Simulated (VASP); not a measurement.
# Ir (Fm-3m) in VASP: notebook

The runs below take Ir through single point, with PBEsol.

Everything below comes from runs of VASP 6.6.1. Logs are shortened: lines on timing, memory, paths and dates and some standing lists are left out, and cuts for length are marked.

## (1) The cell of the first run

Symmetry: Fm-3m, No. 225, cubic system. Conventional cell: a = 3.761 Å, b = 3.761 Å, c = 3.761 Å, α = 90.00°, β = 90.00°, γ = 90.00°. Ir (site symmetry m-3m) has 12 Ir at 2.66 Å within 3.5 Å.

## (2) Single point, PBEsol (volume scaled by 0.94)

The input, INCAR:

```
SYSTEM = Ir
PREC = Accurate
ENCUT = 500
EDIFF = 1E-6
ISMEAR = -1
SIGMA = 0.05
LREAL = .False.
LASPH = .True.
NELM = 120
ALGO = Normal
ISIF = 2
LWAVE = .False.
LCHARG = .True.
GGA = PS
LELF = .True.
LVHAR = .True.
NBANDS = 10
GGA_COMPAT = .False.
```

The input, KPOINTS:

```
regular mesh
0
Gamma
  15 15 15
  0 0 0
```

The input, POSCAR:

```
Ir
1.0
    0.0000000000      1.8805114529      1.8805114529
    1.8805114529      0.0000000000      1.8805114529
    1.8805114529      1.8805114529      0.0000000000
Ir
1
Direct
    0.0000000000      0.0000000000      0.0000000000
```

Potentials or basis: VASP PAW PBE potentials, release 64 (Ir).

Launch:

```console
cat potpaw_PBE.64/Ir/POTCAR > POTCAR
mpirun -np 1 vasp_std > vasp.out
```

OUTCAR:

```text
SYSTEM = Ir
   PREC = Accurate
   ENCUT = 500
   EDIFF = 1E-6
   ISMEAR = -1
   LREAL = .False.
   LASPH = .True.
   NELM = 120
   ISIF = 2
   GGA = PS

 ion  position               nearest neighbor table
   1  0.000  0.000  0.000-

  LATTYP: Found a face centered cubic cell.
 ALAT       =     3.7610229058

  Lattice vectors:

 A1 = (   0.0000000000,   1.8805114529,   1.8805114529)
 A2 = (   1.8805114529,   0.0000000000,   1.8805114529)
 A3 = (   1.8805114529,   1.8805114529,   0.0000000000)

Analysis of symmetry for initial positions (statically):
=====================================================================
 Subroutine PRICEL returns:
 Original cell was already a primitive cell.

 Routine SETGRP: Setting up the symmetry group for a
 face centered cubic supercell.

 Subroutine GETGRP returns: Found 48 space group operations
 (whereof 48 operations were pure point group operations)
 out of a pool of 48 trial point group operations.

The static configuration has the point symmetry O_h .

Analysis of symmetry for dynamics (positions and initial velocities):
=====================================================================
 Subroutine PRICEL returns:
 Original cell was already a primitive cell.

 Routine SETGRP: Setting up the symmetry group for a
 face centered cubic supercell.

 Subroutine GETGRP returns: Found 48 space group operations
 (whereof 48 operations were pure point group operations)
 out of a pool of 48 trial point group operations.

The dynamic configuration has the point symmetry O_h .

 Subroutine INISYM returns: Found 48 space group operations
 (whereof 48 operations are pure point group operations),
 and found     1 'primitive' translations

----------------------------------------------------------------------------------------

                                     Primitive cell

  volume of cell :      13.3002

  direct lattice vectors                    reciprocal lattice vectors
     0.000000000  1.880511453  1.880511453    -0.265885113  0.265885113  0.265885113
     1.880511453  0.000000000  1.880511453     0.265885113 -0.265885113  0.265885113
     1.880511453  1.880511453  0.000000000     0.265885113  0.265885113 -0.265885113

  length of vectors
     2.659444801  2.659444801  2.659444801     0.460526525  0.460526525  0.460526525

  position of ions in fractional coordinates (direct lattice)
     0.000000000  0.000000000  0.000000000

  ion indices of the primitive-cell ions
   primitive index   ion index
                 1           1

----------------------------------------------------------------------------------------

 KPOINTS: regular mesh

Automatic generation of k-mesh.
 Grid dimensions read from file:
 generate k-points for:   15   15   15

 Generating k-lattice:

  Cartesian coordinates                     Fractional coordinates (reciprocal lattice)
    -0.017725674  0.017725674  0.017725674     0.066666667  0.000000000  0.000000000
     0.017725674 -0.017725674  0.017725674     0.000000000  0.066666667  0.000000000
     0.017725674  0.017725674 -0.017725674     0.000000000  0.000000000  0.066666667

  Length of vectors
     0.030701768  0.030701768  0.030701768

  Shift w.r.t. Gamma in fractional coordinates (k-lattice)
     0.000000000  0.000000000  0.000000000

 Subroutine IBZKPT returns following result:
 ===========================================

 Found    120 irreducible k-points:

 Following reciprocal coordinates:
            Coordinates               Weight
  0.000000  0.000000  0.000000      1.000000
  0.066667  0.000000  0.000000      8.000000
  0.133333  0.000000  0.000000      8.000000
  0.200000  0.000000  0.000000      8.000000
  0.266667  0.000000  0.000000      8.000000
  0.333333  0.000000  0.000000      8.000000
[... 16 lines left out ...]
  0.133333  0.133333  0.000000      6.000000
  0.200000  0.133333  0.000000     24.000000
 [... further k-points ...]
   k-points           NKPTS =    120   k-points in BZ     NKDIM =    120   number of bands    NBANDS=     10
   number of dos      NEDOS =    301   number of ions     NIONS =      1
   total plane-waves  NPLWV =   8000
   dimension x,y,z NGX =    20 NGY =   20 NGZ =   20
   dimension x,y,z NGXF=    40 NGYF=   40 NGZF=   40
   ions per type =               1
   NGX,Y,Z   is equivalent  to a cutoff of  12.50, 12.50, 12.50 a.u.
   NGXF,Y,Z  is equivalent  to a cutoff of  25.00, 25.00, 25.00 a.u.
 SYSTEM =  Ir
   PREC   = accura    normal or accurate (medium, high low for compatibility)
   ISTART =      0    job   : 0-new  1-cont  2-samecut
   ICHARG =      2    charge: 1-file 2-atom 10-const
   ISPIN  =      1    spin polarized calculation?
   LNONCOLLINEAR =      F non collinear calculations
   LSORBIT =      F    spin-orbit coupling
   LASPH  =      T    aspherical Exc in radial PAW
   ENCUT  =  500.0 eV  36.75 Ry    6.06 a.u.   4.85  4.85  4.85*2*pi/ulx,y,z
   NELM   =    120;   NELMIN=  2; NELMDL= -5     # of ELM steps
   EDIFF  = 0.1E-05   stopping-criterion for ELM
   LREAL  =      F    real-space projection
   EDIFFG = 0.1E-04   stopping-criterion for IOM
   NSW    =      0    number of steps for IOM
   IBRION =     -1    ionic relax: 0-MD 1-quasi-New 2-CG
   NFREE  =      0    steps in history (QN), initial steepest desc. (CG)
   ISIF   =      2    stress and relaxation
   ISYM   =      2    0-nonsym 1-usesym 2-fastsym
   POTIM  = 0.5000    time-step for ionic-motion
   TEBEG  =    0.0;   TEEND  =   0.0 temperature during run
   PSTRESS=    0.0 pullay stress
   NELECT =       9.0000    total number of electrons
   NUPDOWN=      -1.0000    fix difference up-down
   EMIN   =  10.00;   EMAX   =-10.00  energy-range for DOS
   EFERMI =   0.00;   METHOD = LEGACY
   ISMEAR =    -1;   SIGMA  =   0.05  broadening in eV -4-tet -1-fermi 0-gaus
   EFERMI_NEDOS =   21; number of points for ismear=-14 and -15
   IALGO  =     38    algorithm
   IMIX   =      4    mixing-type and parameters
     AMIX     =   0.40;   BMIX     =  1.00
     AMIX_MAG =   1.60;   BMIX_MAG =  1.00
  volume/ion in A,a.u.               =      13.30        89.75
  Fermi-wavevector in a.u.,A,eV,Ry     =   1.437263  2.716034 28.105908  2.065726
  Thomas-Fermi vector in A             =   2.556360
   LORBIT       =      0    0 simple, 1 ext, 2 COOP (PROOUT), +10 PAW based schemes
   GGA     = PS    functional components
   LHFCALC =     F    Hartree Fock is set to
   AEXX    =    0.0000 exact exchange contribution
   IVDW    =     0    specifies the selected vdW correction
   LEPSILON=     F    determine dielectric tensor
   LRPA    =     F    only Hartree local field effects (RPA)
 non-spin polarized calculation
  energy-cutoff  :      500.00
  volume of cell :       13.30
 maximum number of plane-waves:       347
   NGX =  9   NGY =  9   NGZ =  9

 number of electron       9.0000000 magnetization

 Free energy of the ion-electron system (eV)
  ---------------------------------------------------
  ext. energy  EPLUGINS =         0.00000000
  ---------------------------------------------------
  free energy    TOTEN  =        -9.76975481 eV

  energy without entropy =       -9.76236670  energy(sigma->0) =       -9.76606075

 E-fermi :  11.4223     XC(G=0): -14.4666

 val. band max:       11.4207187558   @ k =  -0.3333   0.2667   0.0667
 cond. band min:      11.4471202424   @ k =  -0.3333   0.2000   0.0667
 fundamental gap:      0.0264014866
 Fermi energy:        11.4223305987

 k-point     1 :       0.0000    0.0000    0.0000
  band No.  band energies     occupation
      1      -0.5186      2.00000
      2       7.0642      2.00000
      3       7.0642      2.00000
      4       7.0642      2.00000
      5      10.0583      2.00000
      6      10.0583      2.00000
      7      25.5319      0.00000
      8      31.4824      0.00000
      9      31.4824      0.00000
     10      31.4824      0.00000

 k-point     2 :       0.0667    0.0000    0.0000
  band No.  band energies     occupation
      1      -0.3074      2.00000
      2       6.9469      2.00000
      3       7.1577      2.00000
      4       7.1577      2.00000
      5       9.9951      2.00000
      6       9.9951      2.00000
      7      25.9077      0.00000
      8      30.4346      0.00000
      9      31.8399      0.00000
     10      31.8399      0.00000

 k-point     3 :       0.1333    0.0000    0.0000
  band No.  band energies     occupation
      1       0.2914      2.00000
      2       6.6706      2.00000
      3       7.3843      2.00000
      4       7.3843      2.00000
      5       9.8811      2.00000
      6       9.8811      2.00000
      7      26.8821      0.00000
      8      28.6162      0.00000
      9      32.8661      0.00000
     10      32.8661      0.00000

 k-point     4 :       0.2000    0.0000    0.0000
  band No.  band energies     occupation
      1       1.1498      2.00000
      2       6.4468      2.00000
      3       7.5653      2.00000
      4       7.5653      2.00000
      5       9.9408      2.00000
      6       9.9408      2.00000
      7      26.6039      0.00000
      8      28.2286      0.00000
      9      34.4271      0.00000
     10      34.4271      0.00000

 k-point     5 :       0.2667    0.0000    0.0000
  band No.  band energies     occupation
      1       1.9834      2.00000
      2       6.6179      2.00000
      3       7.5152      2.00000
      4       7.5152      2.00000
      5      10.3850      2.00000
      6      10.3850      2.00000
      7      24.8817      0.00000
      8      28.3706      0.00000
      9      36.1030      0.00000
     10      36.1084      0.00000

 k-point     6 :       0.3333    0.0000    0.0000
  band No.  band energies     occupation
      1       2.4460      2.00000
      2       7.3027      2.00000
      3       7.3027      2.00000
      4       7.5109      2.00000
      5      11.1116      1.99600
      6      11.1116      1.99600
      7      23.0445      0.00000
      8      27.0735      0.00000
      9      34.7414      0.00000
     10      34.7414      0.00000

 k-point     7 :       0.4000    0.0000    0.0000
  band No.  band energies     occupation
      1       2.5494      2.00000
      2       7.0882      2.00000
      3       7.0882      2.00000
      4       8.9474      2.00000
      5      11.8453      0.00042
      6      11.8453      0.00042
      7      21.0434      0.00000
      8      25.7879      0.00000
      9      32.8539      0.00000
     10      32.8539      0.00000

 k-point     8 :       0.4667    0.0000    0.0000
  band No.  band energies     occupation
      1       2.5353      2.00000
      2       6.9628      2.00000
      3       6.9628      2.00000
      4      10.1820      2.00000
      5      12.3102      0.00000
      6      12.3102      0.00000
      7      19.4860      0.00000
      8      25.1528      0.00000
      9      31.7908      0.00000
     10      31.7908      0.00000

 k-point     9 :       0.0667    0.0667    0.0000
  band No.  band energies     occupation
      1      -0.2364      2.00000
      2       6.8390      2.00000
      3       7.2278      2.00000
      4       7.2278      2.00000
      5       9.7951      2.00000
      6      10.1444      2.00000
      7      26.0376      0.00000
      8      30.6970      0.00000
      9      31.6218      0.00000
     10      31.6218      0.00000
[... 118 lines left out ...]
 k-point    19 :      -0.2667    0.0667    0.0000
  band No.  band energies     occupation
      1       2.3777      2.00000
      2       6.5882      2.00000
      3       7.4060      2.00000
      4       7.5862      2.00000
      5      10.0727      2.00000
      6      11.3256      1.74750
      7      24.4845      0.00000
      8      28.2269      0.00000
      9      33.6766      0.00000
     10      35.1871      0.00000

 k-point    20 :      -0.2000    0.0667    0.0000
  band No.  band energies     occupation
      1       1.6274      2.00000
      2       6.2643      2.00000
      3       7.5918      2.00000
      4       7.7216      2.00000
      5       9.5113      2.00000
      6      10.6188      2.00000
      7      26.2479      0.00000
      8      28.6772      0.00000
      9      33.4343      0.00000
     10      35.4960      0.00000

 k-point    21 :      -0.1333    0.0667    0.0000
  band No.  band energies     occupation
      1       0.7344      2.00000
      2       6.4315      2.00000
      3       7.5571      2.00000
      4       7.5625      2.00000
      5       9.4678      2.00000
      6      10.2238      2.00000
      7      27.5217      0.00000
      8      28.0964      0.00000
      9      32.3582      0.00000
     10      34.2126      0.00000

 k-point    22 :      -0.0667    0.0667    0.0000
  band No.  band energies     occupation
      1       0.0350      2.00000
      2       6.7379      2.00000
      3       7.2881      2.00000
      4       7.3502      2.00000
      5       9.7290      2.00000
      6      10.0923      2.00000
      7      26.4993      0.00000
      8      29.5384      0.00000
      9      31.7482      0.00000
     10      32.7312      0.00000

 k-point    23 :       0.1333    0.1333    0.0000
  band No.  band energies     occupation
      1       0.5694      2.00000
      2       6.2488      2.00000
      3       7.7131      2.00000
      4       7.7131      2.00000
      5       9.1076      2.00000
      6      10.3929      2.00000
      7      27.4508      0.00000
      8      29.7754      0.00000
      9      31.8431      0.00000
     10      31.8431      0.00000

 k-point    24 :       0.2000    0.1333    0.0000
  band No.  band energies     occupation
      1       1.2369      2.00000
      2       5.8989      2.00000
      3       7.9210      2.00000
      4       8.0319      2.00000
      5       8.9077      2.00000
      6      10.5719      2.00000
      7      28.4919      0.00000
      8      28.7123      0.00000
      9      32.0565      0.00000
     10      32.5737      0.00000

 [... further k-points ...]
[... 5 lines left out ...]
  --------------------------------------------------------------------------------------
  -------------------------------------------------------------------------------------
  Total        2.1330207      2.1330207      2.1330207      0.0000000      0.0000000      0.0000000
  in kB      256.9494566    256.9494566    256.9494566      0.0000000      0.0000000      0.0000000
  external PRESSURE =     256.9494566 kB  Pullay stress =       0.0000000 kB

 VOLUME and BASIS-vectors are now :
 -----------------------------------------------------------------------------
  energy-cutoff  :      500.00
  volume of cell :       13.30
      direct lattice vectors                 reciprocal lattice vectors
     0.000000000  1.880511453  1.880511453    -0.265885113  0.265885113  0.265885113
     1.880511453  0.000000000  1.880511453     0.265885113 -0.265885113  0.265885113
     1.880511453  1.880511453  0.000000000     0.265885113  0.265885113 -0.265885113

 POSITION                                       TOTAL-FORCE (eV/Angst)
 -----------------------------------------------------------------------------------
      0.00000      0.00000      0.00000        -0.000000      0.000000     -0.000000
 -----------------------------------------------------------------------------------
    total drift:                                0.000000      0.000000      0.000000

  FREE ENERGIE OF THE ION-ELECTRON SYSTEM (eV)
  ---------------------------------------------------
  free  energy   TOTEN  =        -9.7697548093 eV

  energy  without entropy=       -9.7623666954  energy(sigma->0) =       -9.76606075
```

Run time: 19 s. Hardware: 1 thread of Intel Xeon 8259CL, shared host; peak memory 0.14 GiB.

Results:

```
Free energy : -9.7698 eV
Pressure    : 25.7 GPa
```

Levels at points of the mesh, in eV from the Fermi level:
| k point | band 1 | band 2 | band 3 | band 4 | band 5 | band 6 | band 7 | band 8 | band 9 |
| --- | --- | --- | --- | --- | --- | --- | --- | --- | --- |
| (0.00, 0.00, 0.00) | -11.94 | -4.36 | -4.36 | -4.36 | -1.36 | -1.36 | 14.11 | 20.06 | 20.06 |

Caveat: the PAW data sets were made with another functional, which shifts forces and pressure a little; spin-orbit coupling is left out, which moves the levels of the heavy elements.

## (3) Single point, PBEsol (volume scaled by 0.9405)

The input, INCAR:

```
SYSTEM = Ir
PREC = Accurate
ENCUT = 500
EDIFF = 1E-6
ISMEAR = -1
SIGMA = 0.05
LREAL = .FALSE.
LASPH = .TRUE.
NELM = 120
ALGO = Normal
ISIF = 2
LWAVE = .FALSE.
LCHARG = .TRUE.
GGA = PS
LELF = .TRUE.
LVHAR = .TRUE.
NBANDS = 10
GGA_COMPAT = .FALSE.
```

The input, KPOINTS:

```
Automatic mesh
0
G
  15 15 15
  0 0 0
```

The input, POSCAR:

```
Ir
1.0
    0.0000000000      1.8808448178      1.8808448178
    1.8808448178      0.0000000000      1.8808448178
    1.8808448178      1.8808448178      0.0000000000
Ir
1
Direct
    0.0000000000      0.0000000000      0.0000000000
```

Potentials or basis: VASP PAW PBE potentials, release 64 (Ir).

Launch:

```console
cat potpaw_PBE.64/Ir/POTCAR > POTCAR
mpirun -np 1 vasp_std > vasp.out
```

It took 21 s on 1 thread of Intel Xeon 8259CL, shared host; peak memory 0.14 GiB.

The run converged. Its results:

```
Free energy : -9.7709 eV
Pressure    : 25.4 GPa
```

Levels at points of the mesh, in eV from the Fermi level:
```csv
k point,band 1,band 2,band 3,band 4,band 5,band 6,band 7,band 8,band 9
"(0.00, 0.00, 0.00)",-11.93,-4.35,-4.35,-4.35,-1.36,-1.36,14.11,20.06,20.06
```

Caveat: the PAW data sets were made with another functional, which shifts forces and pressure a little; spin-orbit coupling is left out, which moves the levels of the heavy elements.
